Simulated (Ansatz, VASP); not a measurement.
**Pt in VASP and in Ansatz**

```
Pt
1.0
    -1.58422    1.58422    1.58422
     1.58422   -1.58422    1.58422
     1.58422    1.58422   -1.58422
Pt
1
Direct
  0.00000 0.00000 0.00000
```

Alike in both runs: task relaxation of cell and atoms; functional RPBE; dispersion D3(BJ); k mesh 12 × 12 × 12; occupations fermi-dirac, width 0.05 eV; no spin polarisation.

```csv
,VASP,Ansatz
version,VASP 6.6.1,Ansatz 0.2.0
potentials or method,"VASP PAW PBE potentials, release 64 (Pt)",Ansatz PAW
plane-wave cutoff (eV),600,420
valence electrons in the cell,10,18
```

VASP gave:

```
gap on the k mesh at the Fermi level, each at its own relaxed structure (eV) : none
relaxed volume (Å³/atom)                                                     : 13.58
relaxed cell length with the largest relative difference (Å)                 : 2.603
```

Task: Estimate Ansatz's values.

Result: gap on the k mesh at the Fermi level, each at its own relaxed structure (eV): none; relaxed volume (Å³/atom): 13.60; relaxed cell length with the largest relative difference (Å): 2.604.

VASP's potentials were made for PBE, not for RPBE. A gap of «none» marks a metal or a gap that the smearing closes. VASP's potentials hold 10 valence electrons a cell and Ansatz's 18, so a difference there can come from the potentials and not from the codes.

Spin-orbit coupling is off throughout. Noted on Ansatz's run: the plane-wave basis is chosen anew once the cell has moved, so the energies of steps on either side of that aren't comparable.
